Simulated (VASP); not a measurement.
# CsH (P6_3/mmc) in VASP: a series of runs, part 2 of 2

VASP 6.6.1. The steps go on from the part before.

## 3. Relaxation of cell and atoms, r2SCAN

Input file POSCAR:

```
CsH
1.0
    4.4181263056      0.0000000000      0.0000000000
   -2.2090631528      3.8262096178      0.0000000000
    0.0000000000      0.0000000000      7.8938728781
Cs H
2 2
Direct
    0.0000000000      0.0000000000      0.0000000000
    0.0000000000      0.0000000000      0.5000000000
    0.3333333333      0.6666666667      0.2500000000
    0.6666666667      0.3333333333      0.7500000000
```

Input file INCAR.step1:

```
PREC = Accurate
ENCUT = 600
ISMEAR = -1
SIGMA = 0.02
LREAL = False
LASPH = True
NELM = 80
GGA = PE
ALGO = Normal
EDIFF = 1E-4
LWAVE = True
LCHARG = False
```

Input file INCAR.step2:

```
PREC = Accurate
ENCUT = 600
EDIFF = 1E-6
ISMEAR = -1
SIGMA = 0.02
LREAL = False
LASPH = True
NELM = 80
ALGO = Normal
ISIF = 3
LWAVE = False
LCHARG = False
METAGGA = R2SCAN
LMIXTAU = True
IBRION = 2
NSW = 80
EDIFFG = -0.005
ISTART = 1
```

Input file KPOINTS:

```
Automatic mesh
0
Gamma
  6 6 4
```

Potentials or basis: VASP PAW PBE potentials, release 64 (Cs_sv, H).

On the command line:

```console
$ cat potpaw_PBE.64/Cs_sv/POTCAR potpaw_PBE.64/H/POTCAR > POTCAR
$ cp INCAR.step1 INCAR
$ mpirun -np 1 vasp_std > vasp.out
$ cp INCAR.step2 INCAR
$ mpirun -np 1 vasp_std > vasp.out
```

OUTCAR:

```text
PREC = Accurate
   ENCUT = 600
   EDIFF = 1E-6
   ISMEAR = -1
   LREAL = False
   LASPH = True
   NELM = 80
   ISIF = 3
   METAGGA = R2SCAN
   IBRION = 2
   NSW = 80
   EDIFFG = -0.005
   ISTART = 1

 ion  position               nearest neighbor table
   1  0.000  0.000  0.000-
   2  0.000  0.000  0.500-
   3  0.333  0.667  0.250-
   4  0.667  0.333  0.750-

  LATTYP: Found a hexagonal cell.
 ALAT       =     4.4181263056
 C/A-ratio  =     1.7867014956

  Lattice vectors:

 A1 = (   4.4181263056,   0.0000000000,   0.0000000000)
 A2 = (  -2.2090631528,   3.8262096178,   0.0000000000)
 A3 = (   0.0000000000,   0.0000000000,   7.8938728781)

Analysis of symmetry for initial positions (statically):
=====================================================================
 Subroutine PRICEL returns:
 Original cell was already a primitive cell.

 Routine SETGRP: Setting up the symmetry group for a
 hexagonal supercell.

 Subroutine GETGRP returns: Found 24 space group operations
 (whereof 12 operations were pure point group operations)
 out of a pool of 24 trial point group operations.

The static configuration has the point symmetry D_3d.
 The point group associated with its full space group is D_6h.

Analysis of symmetry for dynamics (positions and initial velocities):
=====================================================================
 Subroutine PRICEL returns:
 Original cell was already a primitive cell.

 Routine SETGRP: Setting up the symmetry group for a
 hexagonal supercell.

 Subroutine GETGRP returns: Found 24 space group operations
 (whereof 12 operations were pure point group operations)
 out of a pool of 24 trial point group operations.

The dynamic configuration has the point symmetry D_3d.
 The point group associated with its full space group is D_6h.

 Subroutine INISYM returns: Found 24 space group operations
 (whereof 12 operations are pure point group operations),
 and found     1 'primitive' translations

----------------------------------------------------------------------------------------

                                     Primitive cell

  volume of cell :     133.4434

  direct lattice vectors                    reciprocal lattice vectors
     4.418126306  0.000000000  0.000000000     0.226340292  0.130677629  0.000000000
    -2.209063153  3.826209618  0.000000000     0.000000000  0.261355258  0.000000000
     0.000000000  0.000000000  7.893872878     0.000000000  0.000000000  0.126680530

  length of vectors
     4.418126306  4.418126306  7.893872878     0.261355258  0.261355258  0.126680530

  position of ions in fractional coordinates (direct lattice)
     0.000000000  0.000000000  0.000000000
     0.000000000  0.000000000  0.500000000
     0.333333333  0.666666667  0.250000000
     0.666666667  0.333333333  0.750000000

  ion indices of the primitive-cell ions
   primitive index   ion index
                 1           1
                 2           2
                 3           3
                 4           4

----------------------------------------------------------------------------------------

 KPOINTS: Automatic mesh

Automatic generation of k-mesh.
 Grid dimensions read from file:
 generate k-points for:    6    6    4

 Generating k-lattice:

  Cartesian coordinates                     Fractional coordinates (reciprocal lattice)
     0.037723382  0.021779605  0.000000000     0.166666667  0.000000000  0.000000000
     0.000000000  0.043559210  0.000000000     0.000000000  0.166666667  0.000000000
     0.000000000  0.000000000  0.031670133     0.000000000  0.000000000  0.250000000

  Length of vectors
     0.043559210  0.043559210  0.031670133

  Shift w.r.t. Gamma in fractional coordinates (k-lattice)
     0.000000000  0.000000000  0.000000000

 Subroutine IBZKPT returns following result:
 ===========================================

 Found     21 irreducible k-points:

 Following reciprocal coordinates:
            Coordinates               Weight
  0.000000  0.000000  0.000000      1.000000
  0.166667 -0.000000  0.000000      6.000000
  0.333333  0.000000  0.000000      6.000000
  0.500000  0.000000  0.000000      3.000000
  0.166667  0.166667  0.000000      6.000000
  0.333333  0.166667  0.000000     12.000000
[... 13 lines left out ...]
  0.333333  0.166667  0.500000     12.000000
  0.333333  0.333333  0.500000      2.000000
   k-points           NKPTS =     21   k-points in BZ     NKDIM =     21   number of bands    NBANDS=     14
   number of dos      NEDOS =    301   number of ions     NIONS =      4
   total plane-waves  NPLWV =  82944
   dimension x,y,z NGX =    36 NGY =   36 NGZ =   64
   dimension x,y,z NGXF=    72 NGYF=   72 NGZF=  128
   ions per type =               2   2
   NGX,Y,Z   is equivalent  to a cutoff of  13.55, 13.55, 13.48 a.u.
   NGXF,Y,Z  is equivalent  to a cutoff of  27.09, 27.09, 26.96 a.u.
 SYSTEM =  unknown system
   PREC   = accura    normal or accurate (medium, high low for compatibility)
   ISTART =      1    job   : 0-new  1-cont  2-samecut
   ICHARG =      0    charge: 1-file 2-atom 10-const
   ISPIN  =      1    spin polarized calculation?
   LNONCOLLINEAR =      F non collinear calculations
   LSORBIT =      F    spin-orbit coupling
   LASPH  =      T    aspherical Exc in radial PAW
   ENCUT  =  600.0 eV  44.10 Ry    6.64 a.u.   8.82  8.82 15.77*2*pi/ulx,y,z
   NELM   =     80;   NELMIN=  2; NELMDL=  0     # of ELM steps
   EDIFF  = 0.1E-05   stopping-criterion for ELM
   LREAL  =      F    real-space projection
   EDIFFG = -.5E-02   stopping-criterion for IOM
   NSW    =     80    number of steps for IOM
   IBRION =      2    ionic relax: 0-MD 1-quasi-New 2-CG
   NFREE  =      1    steps in history (QN), initial steepest desc. (CG)
   ISIF   =      3    stress and relaxation
   ISYM   =      2    0-nonsym 1-usesym 2-fastsym
   POTIM  = 0.5000    time-step for ionic-motion
   TEBEG  =    0.0;   TEEND  =   0.0 temperature during run
   PSTRESS=    0.0 pullay stress
   NELECT =      20.0000    total number of electrons
   NUPDOWN=      -1.0000    fix difference up-down
   EMIN   =  10.00;   EMAX   =-10.00  energy-range for DOS
   EFERMI =   0.00;   METHOD = LEGACY
   ISMEAR =    -1;   SIGMA  =   0.02  broadening in eV -4-tet -1-fermi 0-gaus
   EFERMI_NEDOS =   21; number of points for ismear=-14 and -15
   IALGO  =     38    algorithm
   IMIX   =      4    mixing-type and parameters
     AMIX     =   0.40;   BMIX     =  1.00
     AMIX_MAG =   1.60;   BMIX_MAG =  1.00
  volume/ion in A,a.u.               =      33.36       225.13
  Fermi-wavevector in a.u.,A,eV,Ry     =   0.869599  1.643304 10.288765  0.756203
  Thomas-Fermi vector in A             =   1.988445
   LORBIT       =      0    0 simple, 1 ext, 2 COOP (PROOUT), +10 PAW based schemes
   METAGGA = R2SCAN    functional components
   LHFCALC =     F    Hartree Fock is set to
   AEXX    =    0.0000 exact exchange contribution
   IVDW    =     0    specifies the selected vdW correction
   LEPSILON=     F    determine dielectric tensor
   LRPA    =     F    only Hartree local field effects (RPA)
 conjugate gradient relaxation of ions
 non-spin polarized calculation
  energy-cutoff  :      600.00
  volume of cell :      133.44
 maximum number of plane-waves:      4488
 NGX is ok and might be reduce to    36
   NGX = 17   NGY = 17   NGZ = 31

--------------------------------------- Ionic step        1  -------------------------------------------

 number of electron      19.9999994 magnetization

 Free energy of the ion-electron system (eV)
  ---------------------------------------------------
  ext. energy  EPLUGINS =         0.00000000
  ---------------------------------------------------
  free energy    TOTEN  =       -57.87556520 eV

  energy without entropy =      -57.87556520  energy(sigma->0) =      -57.87556520

------------------------ aborting loop because EDIFF is reached ----------------------------------------

  FORCE on cell =-STRESS in cart. coord.  units (eV):
  Direction    XX          YY          ZZ          XY          YZ          ZX
  --------------------------------------------------------------------------------------
  -------------------------------------------------------------------------------------
  Total       -0.1834023     -0.1834023     -0.1390563      0.0000000     -0.0000000      0.0000000
  in kB       -2.2020056     -2.2020056     -1.6695689      0.0000000     -0.0000000      0.0000000
  external PRESSURE =      -2.0245267 kB  Pullay stress =       0.0000000 kB
[... 213 lines left out ...]
  energy  without entropy=      -57.8775190113  energy(sigma->0) =      -57.87751901

--------------------------------------- Ionic step        7  -------------------------------------------

 number of electron      19.9999997 magnetization

 Free energy of the ion-electron system (eV)
  ---------------------------------------------------
  ext. energy  EPLUGINS =         0.00000000
  ---------------------------------------------------
  free energy    TOTEN  =       -57.87757386 eV

  energy without entropy =      -57.87757386  energy(sigma->0) =      -57.87757386

 E-fermi :   0.3147     XC(G=0):  -7.5203

 val. band max:       -0.1532643587   @ k =   0.5000   0.0000   0.0000
 cond. band min:       2.4428964778   @ k =   0.5000   0.0000   0.0000
 fundamental gap:      2.5961608365
 Fermi energy:         0.3146619125

 k-point     1 :       0.0000    0.0000    0.0000
  band No.  band energies     occupation
      1     -22.3659      2.00000
      2     -22.2436      2.00000
      3      -9.4541      2.00000
      4      -8.4599      2.00000
      5      -8.4599      2.00000
      6      -8.3340      2.00000
      7      -8.3340      2.00000
      8      -8.2044      2.00000
      9      -1.7766      2.00000
     10      -0.2918      2.00000
     11       2.9012      0.00000
     12       3.8926      0.00000
     13       5.2710      0.00000
     14       5.2710      0.00000
[... 369 lines left out ...]
  FREE ENERGIE OF THE ION-ELECTRON SYSTEM (eV)
  ---------------------------------------------------
  free  energy   TOTEN  =       -57.8775738641 eV

  energy  without entropy=      -57.8775738641  energy(sigma->0) =      -57.87757386

 reached required accuracy - stopping structural energy minimisation
```

It took 7.8 min on 1 thread of AMD EPYC 9R45 (Zen 5), shared host; peak memory 0.29 GiB.

Results:

* Free energy: -57.8776 eV
* Relaxed volume: 32.64 Å³/atom
* Relaxed cell: a = 4.381 Å, b = 4.381 Å, c = 7.854 Å, α = 90.00°, β = 90.00°, γ = 120.00°
* Space group after relaxing (to 0.1 Å): P6_3/mmc (No. 194)
* Energy gained by relaxing: 0.5 meV/atom
* Ionic steps: 7
* Pressure after relaxing: 0.0 GPa
* Band gap on the k mesh: 2.60 eV

Step by step:
| step | energy change (eV) | largest force (eV/Å) | pressure (GPa) | volume (Å³) |
| --- | --- | --- | --- | --- |
| 1 | 0.0000 | 0.0000 | -0.20 | 133.44 |
| 2 | -0.0009 | 0.0000 | -0.18 | 132.63 |
| 3 | -0.0019 | 0.0000 | 0.03 | 130.21 |
| 4 | -0.0020 | 0.0000 | 0.01 | 130.49 |
| 5 | -0.0020 | 0.0000 | 0.00 | 130.63 |
| 6 | -0.0020 | 0.0000 | 0.00 | 130.57 |
| 7 | -0.0020 | 0.0000 | 0.00 | 130.55 |

Final structure:
```
Cs H
1.0
     4.38110    0.00000    0.00000
    -2.19055    3.79414    0.00000
     0.00000    0.00000    7.85354
Cs H
2 2
Cartesian
  2.1906 3.7941 7.8535
  4.3811 0.0000 3.9268
  0.0000 2.5294 1.9634
  2.1905 1.2647 5.8902
```

Levels at points of the mesh, in eV from the valence-band top:
```tsv
k point	band 7	band 8	band 9	band 10	band 11	band 12	band 13	band 14
(0.00, 0.00, 0.00)	-8.18	-8.05	-1.62	-0.14	3.05	4.05	5.42	5.42
(0.50, 0.00, 0.00)	-8.34	-7.96	-1.12	0.00	2.60	4.02	4.49	5.45
(0.00, 0.00, 0.50)	-8.24	-8.24	-0.92	-0.92	3.99	3.99	5.83	5.83
(0.50, 0.00, 0.50)	-8.41	-8.41	-0.60	-0.60	3.31	3.31	5.81	5.81
```

Caveat: the PAW data sets were made with another functional, which shifts forces and pressure a little; spin-orbit coupling is left out, which moves the levels of the heavy elements. A k mesh can miss the band edges.
